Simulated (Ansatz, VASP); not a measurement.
# Au2S3 in VASP and in Ansatz

```
S Au
1.0
     3.67437    0.00000    0.00000
    -1.83719    3.18210    0.00000
     0.00000    0.00000    8.01079
S Au
3 2
Direct
  0.00000 0.00000 0.00000
  0.33333 0.66667 0.34624
  0.66667 0.33333 0.65376
  0.66667 0.33333 0.19343
  0.33333 0.66667 0.80657
```

Alike in both runs: functional PBE; dispersion D3(BJ); k mesh 12 × 12 × 6; occupations gaussian, width 0.1 eV; no spin polarisation.

Ansatz relaxed the structure, and its values are those at the end. VASP's run is a single point on that final structure, the one shown.

|  | VASP | Ansatz |
| --- | --- | --- |
| version | VASP 6.6.1 | Ansatz 0.2.0 |
| potentials or method | VASP PAW PBE potentials, release 64 (S, Au), cutoff 520 eV | scalar-relativistic, plane waves, PAW |
| valence electrons in the cell | 40 | 56 |

```tsv
	VASP	Ansatz	Ansatz less VASP
gap on the k mesh at the Fermi level (eV)	none	none	-
pressure (GPa)	-0.3	0.0	+0.31
rms of the force components (eV/Å)	0.014	0.004	-0.0096
```

A gap of «none» marks a metal or a gap that the smearing closes. VASP's potentials hold 40 valence electrons a cell and Ansatz's 56, so a difference there can come from the potentials and not from the codes.

Spin-orbit coupling is off throughout.
